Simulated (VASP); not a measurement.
Wanted: the native input for a VASP 6.6.1 run.

```yaml
Task: single point
Functional: PBEsol
Potentials_or_basis: VASP PAW PBE potentials, release 64 (Al, N)
Cutoff: 520 eV
k_mesh: 9 × 9 × 6
Occupations: gaussian, width 0.05 eV
Spin: no spin polarisation
Dipole_correction: no
Further_INCAR_settings: ALGO = Normal; EDIFF = 1e-07; NBANDS = 16
```

The structure of AlN lies in POSCAR:

```
AlN
1.0
    3.2816000000      0.0000000000      0.0000000000
   -1.6408000000      2.8419489650      0.0000000000
    0.0000000000      0.0000000000      4.3470000000
Al N
2 2
Direct
    0.3333333333      0.6666666667      0.7500000000
    0.6666666667      0.3333333333      0.2500000000
    0.3333333333      0.6666666667      0.2500000000
    0.6666666667      0.3333333333      0.7500000000
```

The input as run:

INCAR

```
  PREC = Accurate
  ENCUT = 520
  EDIFF = 1E-7
  ISMEAR = 0
  SIGMA = 0.05
  LREAL = F
  LASPH = T
  NELM = 80
  ALGO = Normal
  ISIF = 2
  LWAVE = F
  LCHARG = F
  GGA = PS
  NBANDS = 16
```

KPOINTS

```
Automatic mesh
0
Gamma
  9 9 6
```

Potentials or basis: VASP PAW PBE potentials, release 64 (Al, N).

The run is started by

```console
$ cat potpaw_PBE.64/Al/POTCAR potpaw_PBE.64/N/POTCAR > POTCAR
$ mpirun -np 1 vasp_std > vasp.out
```

It gave:

```
Pressure               : -5.2 GPa
Band gap on the k mesh : 2.93 eV, direct
```

Caveat: the PAW data sets were made with another functional, which shifts forces and pressure a little.

Run time: 13 s on 1 thread of Intel Xeon 6975P-C, with other jobs on the host, peak memory 0.16 GiB.
